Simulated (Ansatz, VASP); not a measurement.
# BaS in VASP and in Ansatz

File POSCAR:

```
BaS
1.0
   -0.0358980001      3.5194117709      3.5194117709
    3.5194117709     -0.0358980001      3.5194117709
    3.4835137708      3.4835137708      0.0000000000
Ba S
1 1
Direct
   -0.0020719737     -0.0020719737      0.0020719737
    0.2520719737      0.2520719737      0.2479280263
```

File INCAR.step1:

```
ALGO = Normal ; EDIFF = 1E-4
ENCUT = 520 ; GGA = PE
ISMEAR = 0 ; LASPH = T
LCHARG = F ; LREAL = F
LWAVE = T ; NBANDS = 15
NELM = 80 ; PREC = Accurate
SIGMA = 0.01
```

The input INCAR.step2:

```
ALGO = Normal ; EDIFF = 1E-6
ENCUT = 520 ; ISIF = 2
ISMEAR = 0 ; ISTART = 1
LASPH = T ; LCHARG = T
LELF = T ; LMIXTAU = T
LREAL = F ; LVHAR = T
LWAVE = F ; METAGGA = R2SCAN
NBANDS = 15 ; NELM = 80
PREC = Accurate ; SIGMA = 0.01
```

Contents of KPOINTS:

```
k-points
0
Gamma
  6 6 6
```

Input for Ansatz:

```yaml
crystal:
  lattice:
    - [-0.0358980001, 3.5194117709, 3.5194117709]
    - [3.5194117709, -0.0358980001, 3.5194117709]
    - [3.4835137708, 3.4835137708, 0.0]
  atoms:
    - { symbol: Ba, position: [-0.0020719737, -0.0020719737, 0.0020719737] }
    - { symbol: S, position: [0.2520719737, 0.2520719737, 0.2479280263] }
kpoints:
  mp_grid: { grid: [6, 6, 6] }
  band_path:
    path:
      - [0.0, 0.0, 0.0]
      - [-0.5, -0.5, 0.0]
      - [-0.375, -0.375, 0.25]
      - [-0.375, 0.0, 0.375]
      - [0.0, 0.0, 0.5]
      - [-0.5, -0.25, 0.25]
    npoints: 1
hamiltonian:
  xc: r2scan
scf:
  occupations: { method: fixed }
  n_extra_bands: 4
output:
  forces: true
  stress: true
  eigenvalues: true
```

Change from the starting cell: shear_xy strain -2.0%.

Alike in both runs: task single point; functional r2SCAN; k mesh 6 × 6 × 6; no spin polarisation.

|  | VASP | Ansatz |
| --- | --- | --- |
| version | VASP 6.6.1 | Ansatz 0.2.0 |
| potentials or method | VASP PAW PBE potentials, release 64 (Ba_sv, S) | plane waves, PAW |
| plane-wave cutoff (eV) | 520 | 500 |
| occupations | gaussian, width 0.01 eV | fixed |
| valence electrons in the cell | 16 | 16 |

```csv
,VASP,Ansatz,Ansatz less VASP
gap on the k mesh at the Fermi level (eV),3.08,3.07,-0.014
pressure (GPa),0.4,0.0,-0.41
"traceless stress, the component that is largest in VASP (GPa)",0.15,0.15,+0.001
```

VASP's potentials were made for PBE, not for r2SCAN.

Spin-orbit coupling is off throughout.
